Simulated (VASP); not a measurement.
CdI2, 3 atoms in the cell. The structure is trigonal, space group P-3m1 (No. 164). Conventional cell: a = 4.197 Å, b = 4.197 Å, c = 6.767 Å, α = 90.00°, β = 90.00°, γ = 120.00°. Within 3.9 Å of Cd (site symmetry -3m) lie 6 I at 2.97 Å. Within 3.9 Å of I (site symmetry 3m) lie 3 Cd at 2.97 Å. 

| Item | Value |
| --- | --- |
| Program | VASP 6.6.1 |
| Task | relaxation of shape and atoms at fixed volume |
| Functional | PBE |
| Dispersion | D3(BJ) |
| Potentials or basis | VASP PAW PBE potentials, release 64 (Cd, I) |
| Cutoff | 500 eV |
| k mesh | 6 × 6 × 4 |
| Occupations | gaussian, width 0.02 eV |
| Spin | no spin polarisation |
| Dipole correction | no |
| Further INCAR settings | ALGO = Normal; EDIFF = 1e-07; IBRION = 2; EDIFFG = -0.01; NSW = 50; ISIF = 4 |

Potentials or basis: VASP PAW PBE potentials, release 64 (Cd, I).

The run is started by

```sh
$ cat potpaw_PBE.64/Cd/POTCAR potpaw_PBE.64/I/POTCAR > POTCAR
$ mpirun -np 1 vasp_std > vasp.out
```

Hardware: 1 thread of Intel(R) Xeon(R) Platinum 8488C (Sapphire Rapids), with other jobs on the host.

Q: Estimate the wall time of this run.

A: Run time: 99 s on 1 thread of Intel(R) Xeon(R) Platinum 8488C (Sapphire Rapids), with other jobs on the host, peak memory 0.24 GiB. Counts: scf iterations 43, k points 24, ion steps 5.
